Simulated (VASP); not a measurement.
# Co (P6_3/mmc) in VASP: further runs

The runs below take Co through single point, with PBEsol.

Program: VASP 6.6.1. These are calculated values, not measurements. Logs are shortened: lines on timing, memory, paths and dates and some standing lists are left out, and cuts for length are marked.

## (1) The cell of the first run

The structure is hexagonal, space group P6_3/mmc (No. 194). Conventional cell: a = 2.471 Å, b = 2.471 Å, c = 8.088 Å, α = 90.00°, β = 90.00°, γ = 120.00°. Co (site symmetry -3m) has 12 Co at 2.47 Å within 3.3 Å. Co (site symmetry -6m2) has 12 Co at 2.47 Å within 3.3 Å.

## (2) Single point, PBEsol, collinear spin, ferromagnetic start

Input file INCAR:

```
ALGO     = Fast           # electronic algorithm
EDIFF    = 1E-7           # SCF threshold, eV
ENCUT    = 520            # plane-wave cutoff, eV
GGA      = PS             # functional
ISIF     = 2              # what is computed and relaxed
ISMEAR   = 0              # smearing method
ISPIN    = 2              # spin polarisation
LASPH    = T              # aspherical terms in the spheres
LCHARG   = F              # write CHGCAR
LMAXMIX  = 4              # l up to which the mixer works
LORBIT   = 11             # projections on sites
LREAL    = F              # projectors in reciprocal space
LWAVE    = F              # write WAVECAR
MAGMOM   = 3 3 3 3        # initial moments
NBANDS   = 30             # bands
NELM     = 150            # most SCF steps
PREC     = Accurate       # precision mode
SIGMA    = 0.1            # smearing width, eV
```

Input file KPOINTS:

```
k-points
0
Gamma
  12 12 2
```

Input file POSCAR:

```
Co
1.0
    2.4705617809      0.0000000000      0.0000000000
   -1.2352808905      2.1395692639      0.0000000000
    0.0000000000      0.0000000000      8.0882338000
Co
4
Direct
    0.0000000000      0.0000000000      0.0000000000
    0.3333333300      0.6666666700      0.2500000000
    0.0000000000      0.0000000000      0.5000000000
    0.6666666700      0.3333333300      0.7500000000
```

Potentials or basis: VASP PAW PBE potentials, release 64 (Co).

Run with:

```console
> cat potpaw_PBE.64/Co/POTCAR > POTCAR
> mpirun -np 1 vasp_std > vasp.out
```

OUTCAR:

```text
EDIFF = 1E-7
   ENCUT = 520
   GGA = PS
   ISIF = 2
   ISMEAR = 0
   ISPIN = 2
   LASPH = T
   LORBIT = 11
   LREAL = F
   NELM = 150
   PREC = Accurate

 ion  position               nearest neighbor table
   1  0.000  0.000  0.000-   2 2.47   4 2.47   4 2.47   2 2.47   4 2.47   2 2.47
   2  0.333  0.667  0.250-   1 2.47   3 2.47   1 2.47   3 2.47   1 2.47   3 2.47
   3  0.000  0.000  0.500-   2 2.47   4 2.47   4 2.47   2 2.47   4 2.47   2 2.47
   4  0.667  0.333  0.750-   1 2.47   3 2.47   1 2.47   3 2.47   1 2.47   3 2.47

  LATTYP: Found a hexagonal cell.
 ALAT       =     2.4705617809
 C/A-ratio  =     3.2738439745

  Lattice vectors:

 A1 = (   2.4705617809,   0.0000000000,   0.0000000000)
 A2 = (  -1.2352808905,   2.1395692639,   0.0000000000)
 A3 = (   0.0000000000,   0.0000000000,   8.0882338000)

Analysis of symmetry for initial positions (statically):
=====================================================================
 Subroutine PRICEL returns:
 Original cell was already a primitive cell.

 Routine SETGRP: Setting up the symmetry group for a
 hexagonal supercell.

 Subroutine GETGRP returns: Found 24 space group operations
 (whereof 12 operations were pure point group operations)
 out of a pool of 24 trial point group operations.

The static configuration has the point symmetry D_3d.
 The point group associated with its full space group is D_6h.

Analysis of symmetry for dynamics (positions and initial velocities):
=====================================================================
 Subroutine PRICEL returns:
 Original cell was already a primitive cell.

 Routine SETGRP: Setting up the symmetry group for a
 hexagonal supercell.

 Subroutine GETGRP returns: Found 24 space group operations
 (whereof 12 operations were pure point group operations)
 out of a pool of 24 trial point group operations.

The dynamic configuration has the point symmetry D_3d.
 The point group associated with its full space group is D_6h.

Analysis of structural, dynamic, and magnetic symmetry:
=====================================================================
 Subroutine PRICEL returns:
 Original cell was already a primitive cell.

 Routine SETGRP: Setting up the symmetry group for a
 hexagonal supercell.

 Subroutine GETGRP returns: Found 24 space group operations
 (whereof 12 operations were pure point group operations)
 out of a pool of 24 trial point group operations.

The overall configuration has the point symmetry D_3d.
 The point group associated with its full space group is D_6h.

 Subroutine INISYM returns: Found 24 space group operations
 (whereof 12 operations are pure point group operations),
 and found     1 'primitive' translations

----------------------------------------------------------------------------------------

                                     Primitive cell

  volume of cell :      42.7539

  direct lattice vectors                    reciprocal lattice vectors
     2.470561781  0.000000000  0.000000000     0.404766239  0.233691897  0.000000000
    -1.235280890  2.139569264  0.000000000     0.000000000  0.467383794  0.000000000
     0.000000000  0.000000000  8.088233800     0.000000000  0.000000000  0.123636386

  length of vectors
     2.470561781  2.470561781  8.088233800     0.467383794  0.467383794  0.123636386

  position of ions in fractional coordinates (direct lattice)
     0.000000000  0.000000000  0.000000000
     0.333333330  0.666666670  0.250000000
     0.000000000  0.000000000  0.500000000
     0.666666670  0.333333330  0.750000000

  ion indices of the primitive-cell ions
   primitive index   ion index
                 1           1
                 2           2
                 3           3
                 4           4

----------------------------------------------------------------------------------------

 KPOINTS: k-points

Automatic generation of k-mesh.
 Grid dimensions read from file:
 generate k-points for:   12   12    2

 Generating k-lattice:

  Cartesian coordinates                     Fractional coordinates (reciprocal lattice)
     0.033730520  0.019474325  0.000000000     0.083333333  0.000000000  0.000000000
     0.000000000  0.038948649  0.000000000     0.000000000  0.083333333  0.000000000
     0.000000000  0.000000000  0.061818193     0.000000000  0.000000000  0.500000000

  Length of vectors
     0.038948649  0.038948649  0.061818193

  Shift w.r.t. Gamma in fractional coordinates (k-lattice)
     0.000000000  0.000000000  0.000000000

 Subroutine IBZKPT returns following result:
 ===========================================

 Found     38 irreducible k-points:

 Following reciprocal coordinates:
            Coordinates               Weight
  0.000000  0.000000  0.000000      1.000000
  0.083333  0.000000  0.000000      6.000000
  0.166667 -0.000000  0.000000      6.000000
  0.250000  0.000000  0.000000      6.000000
  0.333333  0.000000  0.000000      6.000000
  0.416667  0.000000  0.000000      6.000000
[... 16 lines left out ...]
  0.250000  0.000000  0.500000      6.000000
  0.333333  0.000000  0.500000      6.000000
 [... further k-points ...]
   k-points           NKPTS =     38   k-points in BZ     NKDIM =     38   number of bands    NBANDS=     30
   number of dos      NEDOS =    301   number of ions     NIONS =      4
   total plane-waves  NPLWV =  19440
   dimension x,y,z NGX =    18 NGY =   18 NGZ =   60
   dimension x,y,z NGXF=    36 NGYF=   36 NGZF=  120
   ions per type =               4
   NGX,Y,Z   is equivalent  to a cutoff of  12.11, 12.11, 12.33 a.u.
   NGXF,Y,Z  is equivalent  to a cutoff of  24.22, 24.22, 24.66 a.u.
 SYSTEM =  unknown system
   PREC   = accura    normal or accurate (medium, high low for compatibility)
   ISTART =      0    job   : 0-new  1-cont  2-samecut
   ICHARG =      2    charge: 1-file 2-atom 10-const
   ISPIN  =      2    spin polarized calculation?
   LNONCOLLINEAR =      F non collinear calculations
   LSORBIT =      F    spin-orbit coupling
   LASPH  =      T    aspherical Exc in radial PAW
   ENCUT  =  520.0 eV  38.22 Ry    6.18 a.u.   4.59  4.59 15.04*2*pi/ulx,y,z
   NELM   =    150;   NELMIN=  2; NELMDL= -5     # of ELM steps
   EDIFF  = 0.1E-06   stopping-criterion for ELM
   LREAL  =      F    real-space projection
   EDIFFG = 0.1E-05   stopping-criterion for IOM
   NSW    =      0    number of steps for IOM
   IBRION =     -1    ionic relax: 0-MD 1-quasi-New 2-CG
   NFREE  =      0    steps in history (QN), initial steepest desc. (CG)
   ISIF   =      2    stress and relaxation
   ISYM   =      2    0-nonsym 1-usesym 2-fastsym
   POTIM  = 0.5000    time-step for ionic-motion
   TEBEG  =    0.0;   TEEND  =   0.0 temperature during run
   PSTRESS=    0.0 pullay stress
   NELECT =      36.0000    total number of electrons
   NUPDOWN=      -1.0000    fix difference up-down
   EMIN   =  10.00;   EMAX   =-10.00  energy-range for DOS
   EFERMI =   0.00;   METHOD = LEGACY
   ISMEAR =     0;   SIGMA  =   0.10  broadening in eV -4-tet -1-fermi 0-gaus
   EFERMI_NEDOS =   21; number of points for ismear=-14 and -15
   IALGO  =     68    algorithm
   IMIX   =      4    mixing-type and parameters
     AMIX     =   0.40;   BMIX     =  1.00
     AMIX_MAG =   1.60;   BMIX_MAG =  1.00
  volume/ion in A,a.u.               =      10.69        72.13
  Fermi-wavevector in a.u.,A,eV,Ry     =   1.545908  2.921343 32.515647  2.389833
  Thomas-Fermi vector in A             =   2.651220
   LORBIT       =     11    0 simple, 1 ext, 2 COOP (PROOUT), +10 PAW based schemes
   GGA     = PS    functional components
   LHFCALC =     F    Hartree Fock is set to
   AEXX    =    0.0000 exact exchange contribution
   IVDW    =     0    specifies the selected vdW correction
   LEPSILON=     F    determine dielectric tensor
   LRPA    =     F    only Hartree local field effects (RPA)
 spin polarized calculation
 RMM-DIIS sequential band-by-band and
 Gauss-broadening in eV      SIGMA  =   0.10
  energy-cutoff  :      520.00
  volume of cell :       42.75
 maximum number of plane-waves:      1170
   NGX =  9   NGY =  9   NGZ = 31

 number of electron      36.0000000 magnetization      12.0000000

 number of electron      35.9999991 magnetization       6.7429278

 Free energy of the ion-electron system (eV)
  ---------------------------------------------------
  ext. energy  EPLUGINS =         0.00000000
  ---------------------------------------------------
  free energy    TOTEN  =       -30.87396367 eV

  energy without entropy =      -30.85177995  energy(sigma->0) =      -30.86287181

 E-fermi :  10.3381     XC(G=0): -13.6683

 val. band max:       10.3213536201   @ k =   0.4167   0.0833   0.0000
 cond. band min:      10.3416363515   @ k =   0.1667   0.0833   0.0000
 fundamental gap:      0.0202827314
 Fermi energy:        10.3381041515

 spin component 1

 k-point     1 :       0.0000    0.0000    0.0000
  band No.  band energies     occupation
      1       1.2068      1.00000
      2       3.4287      1.00000
      3       3.4470      1.00000
      4       5.0346      1.00000
      5       7.2511      1.00000
      6       7.2818      1.00000
[... 781 lines left out ...]
     29      24.5412      0.00000
     30      24.5412      0.00000

 [... further k-points ...]

 spin component 2

 k-point     1 :       0.0000    0.0000    0.0000
  band No.  band energies     occupation
      1       1.3021      1.00000
      2       3.6032      1.00000
      3       3.6041      1.00000
      4       6.0153      1.00000
      5       8.6374      1.00000
      6       8.7014      1.00000
[... 781 lines left out ...]
     29      25.0997      0.00000
     30      25.0997      0.00000

 [... further k-points ...]

------------------------ aborting loop because EDIFF is reached ----------------------------------------

  FORCE on cell =-STRESS in cart. coord.  units (eV):
  Direction    XX          YY          ZZ          XY          YZ          ZX
  --------------------------------------------------------------------------------------
  -------------------------------------------------------------------------------------
  Total       -1.1592383     -1.1592383     -2.1938591      0.0000000      0.0000000     -0.0000000
  in kB      -43.4417720    -43.4417720    -82.2135773      0.0000000      0.0000000     -0.0000000
  external PRESSURE =     -56.3657071 kB  Pullay stress =       0.0000000 kB

 VOLUME and BASIS-vectors are now :
 -----------------------------------------------------------------------------
  energy-cutoff  :      520.00
  volume of cell :       42.75
      direct lattice vectors                 reciprocal lattice vectors
     2.470561781  0.000000000  0.000000000     0.404766239  0.233691897  0.000000000
    -1.235280890  2.139569264  0.000000000     0.000000000  0.467383794  0.000000000
     0.000000000  0.000000000  8.088233800     0.000000000  0.000000000  0.123636386

 POSITION                                       TOTAL-FORCE (eV/Angst)
 -----------------------------------------------------------------------------------
      0.00000      0.00000      0.00000        -0.000000      0.000000      0.000000
     -0.00000      1.42638      2.02206        -0.000000      0.000000      0.000000
      0.00000      0.00000      4.04412        -0.000000      0.000000      0.000000
      1.23528      0.71319      6.06618         0.000000     -0.000000     -0.000000
 -----------------------------------------------------------------------------------
    total drift:                                0.000000      0.000000      0.000000

  FREE ENERGIE OF THE ION-ELECTRON SYSTEM (eV)
  ---------------------------------------------------
  free  energy   TOTEN  =       -30.8739636694 eV

  energy  without entropy=      -30.8517799542  energy(sigma->0) =      -30.86287181

 total charge

# of ion       s       p       d       tot
------------------------------------------
    1        0.500   0.540   7.262   8.302
    2        0.499   0.543   7.254   8.296
    3        0.500   0.540   7.262   8.302
    4        0.499   0.543   7.254   8.296
--------------------------------------------------
tot          1.997   2.166  29.032  33.195

 magnetization (x)

# of ion       s       p       d       tot
------------------------------------------
    1       -0.011  -0.044   1.742   1.687
    2       -0.011  -0.046   1.760   1.702
    3       -0.011  -0.044   1.742   1.687
    4       -0.011  -0.046   1.760   1.702
--------------------------------------------------
tot         -0.046  -0.180   7.004   6.778
```

Run time: 2.5 min. Hardware: 1 thread of AMD EPYC 7R43 (Zen 3), shared host; peak memory 0.16 GiB.

What came out:

```yaml
Free_energy: -30.8740 eV
Pressure: -5.6 GPa
Net_moment: 6.74 μB per cell
Site_moments: Co +1.69, +1.70 (each value once) μB
Valence_electrons_inside_the_program's_atomic_spheres: Co 8.30
```

Stress tensor (GPa, compression positive):
```
-4.34  0.00  0.00
 0.00 -4.34  0.00
 0.00  0.00 -8.22
```

Caveat: the k points lie up to 0.39 Å⁻¹ apart; the PAW data sets were made with another functional, which shifts forces and pressure a little.

(Continued in part 2 of 2.)
